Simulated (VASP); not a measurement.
## TeO: single point with PBE

TeO:

```xyz
4
Lattice="1.5786 -4.2242 0.0000 1.5786 4.2242 0.0000 0.0000 0.0000 5.4945" Properties=species:S:1:pos:R:3 pbc="T T T"
Te    1.5786    3.4797    1.3736
Te    1.5786   -3.4797    4.1209
O     1.5786    1.5922    1.3736
O     1.5786   -1.5922    4.1209
```

The cell was generated, and may not be a known phase.

```yaml
Program: VASP 6.6.1
Task: single point
Functional: PBE
Potentials_or_basis: VASP PAW PBE potentials, release 64 (Te, O)
Cutoff: 600 eV
k_mesh: 6 × 6 × 4
Occupations: gaussian, width 0.1 eV
Spin: no spin polarisation
Dipole_correction: no
Further_INCAR_settings: ALGO = Normal; EDIFF = 1e-06; NBANDS = 20
```

```json
{
  "Pressure": "0.7 GPa",
  "Largest force": "0.041 eV/Å",
  "Band gap on the k mesh": "zero (bands 12 and 13 overlap by 3.40 eV)"
}
```

Forces on the atoms (eV/Å):
```
Te   0.000 -0.040  0.000
Te   0.000  0.040  0.000
O    0.000 -0.041  0.000
O    0.000  0.041  0.000
```

Stress tensor (GPa, compression positive):
```
-1.05  0.00  0.00
 0.00  1.52  0.00
 0.00  0.00  1.56
```

Levels at points of the mesh, in eV from the Fermi level:
```csv
k point,band 10,band 11,band 12,band 13,band 14,band 15
"(0.00, 0.00, 0.00)",-1.49,-0.48,1.32,2.32,3.98,4.08
"(0.50, 0.00, 0.00)",-2.89,-1.31,-0.96,-0.89,2.76,4.19
"(0.50, 0.50, 0.00)",-1.78,-1.61,0.85,2.42,2.77,3.61
"(0.00, 0.00, 0.50)",-1.71,0.19,0.19,3.02,3.02,5.10
"(0.50, 0.00, 0.50)",-2.23,-1.02,-1.02,0.94,0.94,4.42
"(0.50, 0.50, 0.50)",-2.11,-0.65,-0.65,2.69,2.69,3.97
```

It took 32 s on 1 thread of Intel(R) Xeon(R) 6975P-C (Granite Rapids), with other jobs on the host, peak memory 0.26 GiB.

Caveat: spin-orbit coupling is left out, which moves the levels of the heavy elements.
